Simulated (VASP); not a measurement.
# I (Pmma) in VASP: single point with LDA

Aim: the single point of I with LDA.

All numbers are computed with VASP 6.6.1; they aren't measurements. Logs are shortened: lines on timing, memory, paths and dates and some standing lists are left out, and cuts for length are marked.

**1. The cell of the first run**

Symmetry: Pmma, No. 51, orthorhombic system. The conventional cell has a = 4.622 Å, b = 4.270 Å, c = 7.798 Å, α = 90.00°, β = 90.00°, γ = 90.00°. I (site symmetry mm2) has 8 I at 4.27 to 4.63 Å within 5.6 Å.

**2. Single point, LDA**

File INCAR:

```
  PREC = Accurate
  ENCUT = 520
  EDIFF = 1E-7
  ISMEAR = -1
  SIGMA = 0.1
  LREAL = False
  LASPH = True
  NELM = 80
  ALGO = Normal
  ISIF = 2
  LWAVE = False
  LCHARG = False
  GGA = CA
  NBANDS = 14
```

File KPOINTS:

```
Automatic mesh
0
Gamma
  4 6 4
```

File POSCAR:

```
I
1.0
    4.6222090000      0.0000000000      0.0000000000
    0.0000000000      4.2697020000      0.0000000000
    0.0000000000      0.0000000000      7.7983840000
I
2
Direct
    0.2500000000      0.0000000000      0.7424270000
    0.7500000000      0.0000000000      0.2575730000
```

Potentials or basis: VASP PAW LDA potentials, release 64 (I).

Launch:

```sh
$ cat potpaw_LDA.64/I/POTCAR > POTCAR
$ mpirun -np 1 vasp_std > vasp.out
```

OUTCAR:

```text
PREC = Accurate
   ENCUT = 520
   EDIFF = 1E-7
   ISMEAR = -1
   LREAL = False
   LASPH = True
   NELM = 80
   ISIF = 2
   GGA = CA

 ion  position               nearest neighbor table
   1  0.250  0.000  0.742-
   2  0.750  0.000  0.258-

  LATTYP: Found a simple orthorhombic cell.
 ALAT       =     4.2697020000
 B/A-ratio  =     1.0825600944
 C/A-ratio  =     1.8264469043

  Lattice vectors:

 A1 = (   0.0000000000,  -4.2697020000,   0.0000000000)
 A2 = (   4.6222090000,   0.0000000000,   0.0000000000)
 A3 = (   0.0000000000,   0.0000000000,   7.7983840000)

Analysis of symmetry for initial positions (statically):
=====================================================================
 Subroutine PRICEL returns:
 Original cell was already a primitive cell.

 Routine SETGRP: Setting up the symmetry group for a
 simple orthorhombic supercell.

 Subroutine GETGRP returns: Found  8 space group operations
 (whereof  4 operations were pure point group operations)
 out of a pool of  8 trial point group operations.

The static configuration has the point symmetry C_2h.
 The point group associated with its full space group is D_2h.

Analysis of symmetry for dynamics (positions and initial velocities):
=====================================================================
 Subroutine PRICEL returns:
 Original cell was already a primitive cell.

 Routine SETGRP: Setting up the symmetry group for a
 simple orthorhombic supercell.

 Subroutine GETGRP returns: Found  8 space group operations
 (whereof  4 operations were pure point group operations)
 out of a pool of  8 trial point group operations.

The dynamic configuration has the point symmetry C_2h.
 The point group associated with its full space group is D_2h.

 Subroutine INISYM returns: Found  8 space group operations
 (whereof  4 operations are pure point group operations),
 and found     1 'primitive' translations

----------------------------------------------------------------------------------------

                                     Primitive cell

  volume of cell :     153.9047

  direct lattice vectors                    reciprocal lattice vectors
     4.622209000  0.000000000  0.000000000     0.216346773  0.000000000  0.000000000
     0.000000000  4.269702000  0.000000000     0.000000000  0.234208383  0.000000000
     0.000000000  0.000000000  7.798384000     0.000000000  0.000000000  0.128231695

  length of vectors
     4.622209000  4.269702000  7.798384000     0.216346773  0.234208383  0.128231695

  position of ions in fractional coordinates (direct lattice)
     0.250000000  0.000000000  0.742427000
     0.750000000  0.000000000  0.257573000

  ion indices of the primitive-cell ions
   primitive index   ion index
                 1           1
                 2           2

----------------------------------------------------------------------------------------

 KPOINTS: Automatic mesh

Automatic generation of k-mesh.
 Grid dimensions read from file:
 generate k-points for:    4    6    4

 Generating k-lattice:

  Cartesian coordinates                     Fractional coordinates (reciprocal lattice)
     0.054086693  0.000000000  0.000000000     0.250000000  0.000000000  0.000000000
     0.000000000  0.039034730  0.000000000     0.000000000  0.166666667  0.000000000
     0.000000000  0.000000000  0.032057924     0.000000000  0.000000000  0.250000000

  Length of vectors
     0.054086693  0.039034730  0.032057924

  Shift w.r.t. Gamma in fractional coordinates (k-lattice)
     0.000000000  0.000000000  0.000000000

 Subroutine IBZKPT returns following result:
 ===========================================

 Found     36 irreducible k-points:

 Following reciprocal coordinates:
            Coordinates               Weight
  0.000000  0.000000  0.000000      1.000000
  0.250000  0.000000  0.000000      2.000000
  0.500000  0.000000  0.000000      1.000000
  0.000000  0.166667  0.000000      2.000000
  0.250000  0.166667  0.000000      4.000000
  0.500000  0.166667  0.000000      2.000000
[... 16 lines left out ...]
  0.250000  0.500000  0.250000      4.000000
  0.500000  0.500000  0.250000      2.000000
 [... further k-points ...]
   k-points           NKPTS =     36   k-points in BZ     NKDIM =     36   number of bands    NBANDS=     14
   number of dos      NEDOS =    301   number of ions     NIONS =      2
   total plane-waves  NPLWV =  69120
   dimension x,y,z NGX =    36 NGY =   32 NGZ =   60
   dimension x,y,z NGXF=    72 NGYF=   64 NGZF=  120
   ions per type =               2
   NGX,Y,Z   is equivalent  to a cutoff of  12.95, 12.46, 12.79 a.u.
   NGXF,Y,Z  is equivalent  to a cutoff of  25.90, 24.92, 25.58 a.u.
 SYSTEM =  unknown system
   PREC   = accura    normal or accurate (medium, high low for compatibility)
   ISTART =      0    job   : 0-new  1-cont  2-samecut
   ICHARG =      2    charge: 1-file 2-atom 10-const
   ISPIN  =      1    spin polarized calculation?
   LNONCOLLINEAR =      F non collinear calculations
   LSORBIT =      F    spin-orbit coupling
   LASPH  =      T    aspherical Exc in radial PAW
   ENCUT  =  520.0 eV  38.22 Ry    6.18 a.u.   8.59  7.94 14.50*2*pi/ulx,y,z
   NELM   =     80;   NELMIN=  2; NELMDL= -5     # of ELM steps
   EDIFF  = 0.1E-06   stopping-criterion for ELM
   LREAL  =      F    real-space projection
   EDIFFG = 0.1E-05   stopping-criterion for IOM
   NSW    =      0    number of steps for IOM
   IBRION =     -1    ionic relax: 0-MD 1-quasi-New 2-CG
   NFREE  =      0    steps in history (QN), initial steepest desc. (CG)
   ISIF   =      2    stress and relaxation
   ISYM   =      2    0-nonsym 1-usesym 2-fastsym
   POTIM  = 0.5000    time-step for ionic-motion
   TEBEG  =    0.0;   TEEND  =   0.0 temperature during run
   PSTRESS=    0.0 pullay stress
   NELECT =      14.0000    total number of electrons
   NUPDOWN=      -1.0000    fix difference up-down
   EMIN   =  10.00;   EMAX   =-10.00  energy-range for DOS
   EFERMI =   0.00;   METHOD = LEGACY
   ISMEAR =    -1;   SIGMA  =   0.10  broadening in eV -4-tet -1-fermi 0-gaus
   EFERMI_NEDOS =   21; number of points for ismear=-14 and -15
   IALGO  =     38    algorithm
   IMIX   =      4    mixing-type and parameters
     AMIX     =   0.40;   BMIX     =  1.00
     AMIX_MAG =   1.60;   BMIX_MAG =  1.00
  volume/ion in A,a.u.               =      76.95       519.30
  Fermi-wavevector in a.u.,A,eV,Ry     =   0.736264  1.391337  7.375511  0.542085
  Thomas-Fermi vector in A             =   1.829661
   LORBIT       =      0    0 simple, 1 ext, 2 COOP (PROOUT), +10 PAW based schemes
   GGA     = CA    functional components
   LHFCALC =     F    Hartree Fock is set to
   AEXX    =    0.0000 exact exchange contribution
   IVDW    =     0    specifies the selected vdW correction
   LEPSILON=     F    determine dielectric tensor
   LRPA    =     F    only Hartree local field effects (RPA)
 non-spin polarized calculation
  energy-cutoff  :      520.00
  volume of cell :      153.90
 maximum number of plane-waves:      4184
 NGX is ok and might be reduce to    36
   NGX = 17   NGY = 15   NGZ = 29

 number of electron      14.0000000 magnetization

 Free energy of the ion-electron system (eV)
  ---------------------------------------------------
  ext. energy  EPLUGINS =         0.00000000
  ---------------------------------------------------
  free energy    TOTEN  =        -1.62557842 eV

  energy without entropy =       -1.37048542  energy(sigma->0) =       -1.49803192

 E-fermi :  -2.2721     XC(G=0):  -6.2253

 val. band max:       -2.2734941637   @ k =   0.0000   0.0000   0.2500
 cond. band min:      -2.2590574576   @ k =   0.0000   0.5000   0.5000
 fundamental gap:      0.0144367061
 Fermi energy:        -2.2721122750

 k-point     1 :       0.0000    0.0000    0.0000
  band No.  band energies     occupation
      1     -13.3514      2.00000
      2     -13.1825      2.00000
      3      -3.6057      2.00000
      4      -2.5725      1.90550
      5      -2.2204      0.74704
      6      -2.2037      0.67082
      7      -2.1833      0.58292
      8      -2.0062      0.13087
      9       2.6784      0.00000
     10       4.1425      0.00000
     11       5.4884      0.00000
     12       5.9338      0.00000
     13       6.6445      0.00000
     14       6.9079      0.00000

 k-point     2 :       0.2500    0.0000    0.0000
  band No.  band energies     occupation
      1     -13.2942      2.00000
      2     -13.1729      2.00000
      3      -3.3918      1.99997
      4      -3.0191      1.99886
      5      -2.7912      1.98892
      6      -2.3578      1.40416
      7      -2.1360      0.40800
      8      -1.9938      0.11644
      9       3.5463      0.00000
     10       5.2988      0.00000
     11       5.9238      0.00000
     12       5.9526      0.00000
     13       5.9868      0.00000
     14       6.3592      0.00000

 k-point     3 :       0.5000    0.0000    0.0000
  band No.  band energies     occupation
      1     -13.1994      2.00000
      2     -13.1994      2.00000
      3      -3.3319      1.99995
      4      -3.3319      1.99995
      5      -2.8476      1.99369
      6      -2.8476      1.99369
      7      -2.0238      0.15411
      8      -2.0238      0.15411
      9       5.0073      0.00000
     10       5.0073      0.00000
     11       5.7184      0.00000
     12       5.7184      0.00000
     13       6.4741      0.00000
     14       6.4741      0.00000
[... 324 lines left out ...]
 k-point    23 :       0.2500    0.5000    0.2500
  band No.  band energies     occupation
      1     -13.1320      2.00000
      2     -13.0495      2.00000
      3      -3.5587      1.99999
      4      -3.3703      1.99997
      5      -3.1098      1.99954
      6      -2.7532      1.98385
      7      -2.5875      1.91810
      8      -2.1684      0.52332
      9       4.2860      0.00000
     10       4.7507      0.00000
     11       5.5598      0.00000
     12       5.5992      0.00000
     13       6.7026      0.00000
     14       7.1738      0.00000

 k-point    24 :       0.5000    0.5000    0.2500
  band No.  band energies     occupation
      1     -13.0584      2.00000
      2     -13.0584      2.00000
      3      -3.3841      1.99997
      4      -3.3841      1.99997
      5      -3.1981      1.99981
      6      -3.1981      1.99981
      7      -2.4361      1.67497
      8      -2.4361      1.67497
      9       4.0737      0.00000
     10       4.0737      0.00000
     11       5.8651      0.00000
     12       5.8651      0.00000
     13       6.1450      0.00000
     14       6.1450      0.00000

 [... further k-points ...]
[... 5 lines left out ...]
  --------------------------------------------------------------------------------------
  -------------------------------------------------------------------------------------
  Total       -2.1326471     -3.0809604     -2.2186874      0.0000000      0.0000000      0.0000000
  in kB      -22.2012699    -32.0733955    -23.0969660      0.0000000      0.0000000      0.0000000
  external PRESSURE =     -25.7905438 kB  Pullay stress =       0.0000000 kB

 VOLUME and BASIS-vectors are now :
 -----------------------------------------------------------------------------
  energy-cutoff  :      520.00
  volume of cell :      153.90
      direct lattice vectors                 reciprocal lattice vectors
     4.622209000  0.000000000  0.000000000     0.216346773  0.000000000  0.000000000
     0.000000000  4.269702000  0.000000000     0.000000000  0.234208383  0.000000000
     0.000000000  0.000000000  7.798384000     0.000000000  0.000000000  0.128231695

 POSITION                                       TOTAL-FORCE (eV/Angst)
 -----------------------------------------------------------------------------------
      1.15555      0.00000      5.78973        -0.000000      0.000000     -0.091238
      3.46666      0.00000      2.00865         0.000000      0.000000      0.091238
 -----------------------------------------------------------------------------------
    total drift:                                0.000000      0.000000      0.000000

  FREE ENERGIE OF THE ION-ELECTRON SYSTEM (eV)
  ---------------------------------------------------
  free  energy   TOTEN  =        -1.6255784239 eV

  energy  without entropy=       -1.3704854150  energy(sigma->0) =       -1.49803192
```

It took 36 s on 1 thread of Intel Xeon Platinum 8488C (Sapphire Rapids), shared host; peak memory 0.23 GiB.

Results:

* Free energy: -1.6256 eV
* Pressure: -2.6 GPa
* Largest force: 0.091 eV/Å
* Band gap on the k mesh: zero (bands 7 and 8 overlap by 0.66 eV)

Forces in eV/Å, atoms in the order of the input:
```
I    0.000  0.000 -0.091
I    0.000  0.000  0.091
```

Stress tensor (GPa, compression positive):
```
-2.22  0.00  0.00
 0.00 -3.21  0.00
 0.00  0.00 -2.31
```

Levels at points of the mesh, in eV from the Fermi level:
```
           k point  band 3  band 4  band 5  band 6  band 7  band 8  band 9  band 10  band 11  band 12
(0.00, 0.00, 0.00)   -1.33   -0.30    0.05    0.07    0.09    0.27    4.95     6.41     7.76     8.21
(0.50, 0.00, 0.00)   -1.06   -1.06   -0.58   -0.58    0.25    0.25    7.28     7.28     7.99     7.99
(0.00, 0.50, 0.00)   -1.44   -1.08   -1.04   -0.11    0.22    0.25    6.22     6.83     7.63     8.26
(0.50, 0.50, 0.00)   -1.11   -1.11   -0.78   -0.78   -0.35   -0.35    6.59     6.59     7.81     7.81
(0.00, 0.00, 0.50)   -0.79   -0.64   -0.17   -0.10    0.15    0.18    5.99     6.01     7.82     7.93
(0.50, 0.00, 0.50)   -1.32   -1.32   -0.21   -0.21    0.25    0.25    6.46     6.46     8.17     8.17
(0.00, 0.50, 0.50)   -1.30   -1.24   -0.54   -0.39    0.01    0.08    7.03     7.06     7.86     7.91
(0.50, 0.50, 0.50)   -1.11   -1.11   -1.02   -1.02   -0.03   -0.03    6.19     6.19     7.70     7.70
```

Caveat: spin-orbit coupling is left out, which moves the levels of the heavy elements.
